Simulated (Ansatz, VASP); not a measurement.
**BaO in VASP and in Ansatz**

```
Ba O
1.0
     3.88909    0.00000    0.00000
     1.94454    3.36805    0.00000
     1.94454    1.12268    3.17543
Ba O
1 1
Direct
  0.00000 0.00000 0.00000
  0.50000 0.50000 0.50000
```

Alike in both runs: task relaxation of cell and atoms; functional PBE; dispersion D3(BJ); k mesh 8 × 8 × 8; no spin polarisation.

|  | VASP | Ansatz |
| --- | --- | --- |
| version | VASP 6.6.1 | Ansatz 0.2.0 |
| potentials or method | VASP PAW PBE potentials, release 64 (Ba_sv, O) | plane waves, PAW |
| plane-wave cutoff (eV) | 600 | 420 |
| occupations | gaussian, width 0.01 eV | fixed |
| valence electrons in the cell | 16 | 16 |

|  | VASP | Ansatz | Ansatz less VASP |
| --- | --- | --- | --- |
| relaxed volume (Å³/atom) | 21.59 | 21.12 | -0.471 |
| relaxed cell length with the largest relative difference (Å) | 3.938 | 3.909 | -0.0289 |

Spin-orbit coupling is off throughout.
